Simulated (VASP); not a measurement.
# Hf (Fm-3m) in VASP: a series of runs

Runs on Hf. Level: PBEsol. Tasks: single point.

Everything below comes from runs of VASP 6.6.1. Logs are shortened: lines on timing, memory, paths and dates and some standing lists are left out, and cuts for length are marked.

### 1 The cell of the first run

It takes space group Fm-3m (No. 225, cubic). Conventional cell: a = 4.349 Å, b = 4.349 Å, c = 4.349 Å, α = 90.00°, β = 90.00°, γ = 90.00°. Within 4.0 Å of Hf (site symmetry m-3m) lie 12 Hf at 3.08 Å.

### 2 Single point, PBEsol

The input, INCAR:

```
ALGO = Normal
EDIFF = 1E-6
ENCUT = 520
GGA = PS
ISIF = 2
ISMEAR = -1
LASPH = T
LCHARG = T
LELF = T
LREAL = F
LVHAR = T
LWAVE = F
NBANDS = 11
NELM = 60
PREC = Accurate
SIGMA = 0.1
```

The input, KPOINTS:

```
k-points
0
Gamma
  11 11 11
```

The input, POSCAR:

```
Hf
1.0
    0.0000000000      2.1746811613      2.1746811613
    2.1746811613      0.0000000000      2.1746811613
    2.1746811613      2.1746811613      0.0000000000
Hf
1
Direct
    0.0000000000      0.0000000000      0.0000000000
```

Potentials or basis: VASP PAW PBE potentials, release 64 (Hf_pv).

On the command line:

```console
$ cat potpaw_PBE.64/Hf_pv/POTCAR > POTCAR
$ mpirun -np 1 vasp_std > vasp.out
```

OUTCAR:

```text
EDIFF = 1E-6
   ENCUT = 520
   GGA = PS
   ISIF = 2
   ISMEAR = -1
   LASPH = T
   LREAL = F
   NELM = 60
   PREC = Accurate

 ion  position               nearest neighbor table
   1  0.000  0.000  0.000-

  LATTYP: Found a face centered cubic cell.
 ALAT       =     4.3493623226

  Lattice vectors:

 A1 = (   0.0000000000,   2.1746811613,   2.1746811613)
 A2 = (   2.1746811613,   0.0000000000,   2.1746811613)
 A3 = (   2.1746811613,   2.1746811613,   0.0000000000)

Analysis of symmetry for initial positions (statically):
=====================================================================
 Subroutine PRICEL returns:
 Original cell was already a primitive cell.

 Routine SETGRP: Setting up the symmetry group for a
 face centered cubic supercell.

 Subroutine GETGRP returns: Found 48 space group operations
 (whereof 48 operations were pure point group operations)
 out of a pool of 48 trial point group operations.

The static configuration has the point symmetry O_h .

Analysis of symmetry for dynamics (positions and initial velocities):
=====================================================================
 Subroutine PRICEL returns:
 Original cell was already a primitive cell.

 Routine SETGRP: Setting up the symmetry group for a
 face centered cubic supercell.

 Subroutine GETGRP returns: Found 48 space group operations
 (whereof 48 operations were pure point group operations)
 out of a pool of 48 trial point group operations.

The dynamic configuration has the point symmetry O_h .

 Subroutine INISYM returns: Found 48 space group operations
 (whereof 48 operations are pure point group operations),
 and found     1 'primitive' translations

----------------------------------------------------------------------------------------

                                     Primitive cell

  volume of cell :      20.5692

  direct lattice vectors                    reciprocal lattice vectors
     0.000000000  2.174681161  2.174681161    -0.229918762  0.229918762  0.229918762
     2.174681161  0.000000000  2.174681161     0.229918762 -0.229918762  0.229918762
     2.174681161  2.174681161  0.000000000     0.229918762  0.229918762 -0.229918762

  length of vectors
     3.075463592  3.075463592  3.075463592     0.398230977  0.398230977  0.398230977

  position of ions in fractional coordinates (direct lattice)
     0.000000000  0.000000000  0.000000000
[... 79 lines left out ...]
   NSW    =      0    number of steps for IOM
   IBRION =     -1    ionic relax: 0-MD 1-quasi-New 2-CG
   NFREE  =      0    steps in history (QN), initial steepest desc. (CG)
   ISIF   =      2    stress and relaxation
   ISYM   =      2    0-nonsym 1-usesym 2-fastsym
   POTIM  = 0.5000    time-step for ionic-motion
   TEBEG  =    0.0;   TEEND  =   0.0 temperature during run
   PSTRESS=    0.0 pullay stress
   NELECT =      10.0000    total number of electrons
   NUPDOWN=      -1.0000    fix difference up-down
   EMIN   =  10.00;   EMAX   =-10.00  energy-range for DOS
   EFERMI =   0.00;   METHOD = LEGACY
   ISMEAR =    -1;   SIGMA  =   0.10  broadening in eV -4-tet -1-fermi 0-gaus
   EFERMI_NEDOS =   21; number of points for ismear=-14 and -15
   IALGO  =     38    algorithm
   IMIX   =      4    mixing-type and parameters
     AMIX     =   0.40;   BMIX     =  1.00
     AMIX_MAG =   1.60;   BMIX_MAG =  1.00
  volume/ion in A,a.u.               =      20.57       138.81
  Fermi-wavevector in a.u.,A,eV,Ry     =   1.287269  2.432585 22.545683  1.657061
  Thomas-Fermi vector in A             =   2.419293
   LORBIT       =      0    0 simple, 1 ext, 2 COOP (PROOUT), +10 PAW based schemes
   GGA     = PS    functional components
   LHFCALC =     F    Hartree Fock is set to
   AEXX    =    0.0000 exact exchange contribution
   IVDW    =     0    specifies the selected vdW correction
   LEPSILON=     F    determine dielectric tensor
   LRPA    =     F    only Hartree local field effects (RPA)
 non-spin polarized calculation
  energy-cutoff  :      520.00
  volume of cell :       20.57
 maximum number of plane-waves:       564
   NGX = 11   NGY = 11   NGZ = 11

 number of electron      10.0000001 magnetization

 Free energy of the ion-electron system (eV)
  ---------------------------------------------------
  ext. energy  EPLUGINS =         0.00000000
  ---------------------------------------------------
  free energy    TOTEN  =       -10.44610680 eV

  energy without entropy =      -10.40727253  energy(sigma->0) =      -10.42668967

 E-fermi :   5.1848     XC(G=0): -11.7821

 val. band max:        5.1242566491   @ k =  -0.2727   0.4545   0.1818
 cond. band min:       5.1996617863   @ k =   0.2727   0.0000   0.0000
 fundamental gap:      0.0754051372
 Fermi energy:         5.1847596777

 k-point     1 :       0.0000    0.0000    0.0000
  band No.  band energies     occupation
      1     -24.4719      2.00000
      2     -24.4719      2.00000
      3     -24.4719      2.00000
      4      -2.3224      2.00000
      5       6.5985      0.00000
      6       6.5985      0.00000
      7       6.5985      0.00000
      8       9.6972      0.00000
      9       9.6972      0.00000
     10      16.8312      0.00000
     11      18.5188      0.00000
[... 309 lines left out ...]
 k-point    24 :      -0.1818    0.1818    0.0000
  band No.  band energies     occupation
      1     -25.0832      2.00000
      2     -24.7250      2.00000
      3     -24.5427      2.00000
      4       0.5438      2.00000
      5       4.8878      1.90239
      6       6.2966      0.00003
      7       7.9675      0.00000
      8       8.0889      0.00000
      9      11.4112      0.00000
     10      18.3419      0.00000
     11      18.6070      0.00000

 [... further k-points ...]

------------------------ aborting loop because EDIFF is reached ----------------------------------------

  FORCE on cell =-STRESS in cart. coord.  units (eV):
  Direction    XX          YY          ZZ          XY          YZ          ZX
  --------------------------------------------------------------------------------------
  -------------------------------------------------------------------------------------
  Total        0.6649415      0.6649415      0.6649415     -0.0000000      0.0000000     -0.0000000
  in kB       51.7937394     51.7937394     51.7937394     -0.0000000      0.0000000     -0.0000000
  external PRESSURE =      51.7937394 kB  Pullay stress =       0.0000000 kB

 VOLUME and BASIS-vectors are now :
 -----------------------------------------------------------------------------
  energy-cutoff  :      520.00
  volume of cell :       20.57
      direct lattice vectors                 reciprocal lattice vectors
     0.000000000  2.174681161  2.174681161    -0.229918762  0.229918762  0.229918762
     2.174681161  0.000000000  2.174681161     0.229918762 -0.229918762  0.229918762
     2.174681161  2.174681161  0.000000000     0.229918762  0.229918762 -0.229918762

 POSITION                                       TOTAL-FORCE (eV/Angst)
 -----------------------------------------------------------------------------------
      0.00000      0.00000      0.00000        -0.000000      0.000000      0.000000
 -----------------------------------------------------------------------------------
    total drift:                                0.000000      0.000000      0.000000

  FREE ENERGIE OF THE ION-ELECTRON SYSTEM (eV)
  ---------------------------------------------------
  free  energy   TOTEN  =       -10.4461068047 eV

  energy  without entropy=      -10.4072725304  energy(sigma->0) =      -10.42668967
```

stdout:

```text
POSCAR found type information on POSCAR Hf
 POSCAR found :  1 types and       1 ions
 scaLAPACK will be used
 -----------------------------------------------------------------------------
|                                                                             |
|                                                                             |
|     You enforced a specific xc type in the INCAR file but a different       |
|     I HOPE YOU KNOW WHAT YOU ARE DOING!                                     |
|                                                                             |
 -----------------------------------------------------------------------------

 LDA part: xc-table for (Slater+PW92), standard interpolation
 POSCAR, INCAR and KPOINTS ok, starting setup
 FFT: planning ... GRIDC
 FFT: planning ... GRID_SOFT
 FFT: planning ... GRID
 WAVECAR not read
 entering main loop
```

Run time: 6.7 s. Hardware: 1 thread of Intel Xeon Platinum 8375C at 2.90GHz (Ice Lake), shared host; peak memory 0.14 GiB.

What came out:

- Free energy: -10.4461 eV
- Pressure: 5.2 GPa
- Band gap on the k mesh: zero (band 5 reaches 6.60 eV, above the bottom of band 6 at 4.80 eV)

Levels at points of the mesh, in eV from the Fermi level:
| k point | band 3 | band 4 | band 5 | band 6 | band 7 | band 8 |
| --- | --- | --- | --- | --- | --- | --- |
| (0.00, 0.00, 0.00) | -29.66 | -7.51 | 1.41 | 1.41 | 1.41 | 4.51 |

Caveat: the PAW data sets were made with another functional, which shifts forces and pressure a little; spin-orbit coupling is left out, which moves the levels of the heavy elements.

### 3 Single point, PBEsol

This run uses another cell than the first one, of 21.23 Å³/atom, 1.032 times its volume.

The input, INCAR:

```
SYSTEM = Hf
PREC = Accurate
ENCUT = 520
EDIFF = 1E-7
ISMEAR = -1
SIGMA = 0.1
LREAL = .FALSE.
LASPH = .TRUE.
NELM = 80
ALGO = Normal
ISIF = 2
LWAVE = .FALSE.
LCHARG = .FALSE.
GGA = PS
NBANDS = 11
```

The input, KPOINTS:

```
Automatic mesh
0
G
  11 11 11
  0 0 0
```

The input, POSCAR:

```
Hf
1.0
    0.0000000000      2.1975742243      2.1975742243
    2.1975742243      0.0000000000      2.1975742243
    2.1975742243      2.1975742243      0.0000000000
Hf
1
Direct
    0.0000000000      0.0000000000      0.0000000000
```

Potentials or basis: VASP PAW PBE potentials, release 64 (Hf_pv).

On the command line:

```console
$ cat potpaw_PBE.64/Hf_pv/POTCAR > POTCAR
$ mpirun -np 1 vasp_std > vasp.out
```

Run time: 6.7 s. Hardware: 1 thread of Intel Xeon Platinum 8375C at 2.90GHz (Ice Lake), shared host; peak memory 0.14 GiB.

It converged, with:

* Free energy: -10.4595 eV
* Pressure: 1.4 GPa
* Band gap on the k mesh: zero (band 5 reaches 6.36 eV, above the bottom of band 6 at 4.60 eV)

Levels at points of the mesh, in eV from the Fermi level:
```csv
k point,band 1,band 2,band 3,band 4,band 5,band 6,band 7,band 8,band 9,band 10
"(0.00, 0.00, 0.00)",-29.77,-29.77,-29.77,-7.40,1.40,1.40,1.40,4.38,4.38,11.54
```

Caveat: the PAW data sets were made with another functional, which shifts forces and pressure a little; spin-orbit coupling is left out, which moves the levels of the heavy elements.

### 4 Single point, PBEsol

This run uses another cell than the first one, of 21.88 Å³/atom, 1.064 times its volume.

The input, INCAR:

```
PREC = Accurate
ENCUT = 520
EDIFF = 1E-7
ISMEAR = -1
SIGMA = 0.1
LREAL = F
LASPH = T
NELM = 80
ALGO = Normal
ISIF = 2
LWAVE = F
LCHARG = F
GGA = PS
NBANDS = 11
```

The input, KPOINTS:

```
Automatic mesh
0
Gamma
  11 11 11
```

The input, POSCAR:

```
Hf
1.0
    0.0000000000      2.2200000000      2.2200000000
    2.2200000000      0.0000000000      2.2200000000
    2.2200000000      2.2200000000      0.0000000000
Hf
1
Direct
    0.0000000000      0.0000000000      0.0000000000
```

On the command line:

```console
$ cat potpaw_PBE.64/Hf_pv/POTCAR > POTCAR
$ mpirun -np 1 vasp_std > vasp.out
```

Wall time 7.6 s (1 thread of Intel Xeon Platinum 8375C at 2.90GHz (Ice Lake), shared host); peak memory 0.14 GiB.

It converged, with:

- Free energy: -10.4584 eV
- Pressure: -1.9 GPa
- Band gap on the k mesh: zero (band 5 reaches 6.14 eV, above the bottom of band 6 at 4.40 eV)

Levels at points of the mesh, in eV from the Fermi level:
```tsv
k point	band 1	band 2	band 3	band 4	band 5	band 6	band 7	band 8	band 9	band 10
(0.00, 0.00, 0.00)	-29.89	-29.89	-29.89	-7.30	1.39	1.39	1.39	4.26	4.26	11.44
```

Caveat: the PAW data sets were made with another functional, which shifts forces and pressure a little; spin-orbit coupling is left out, which moves the levels of the heavy elements.

[end of part 1 of 2]
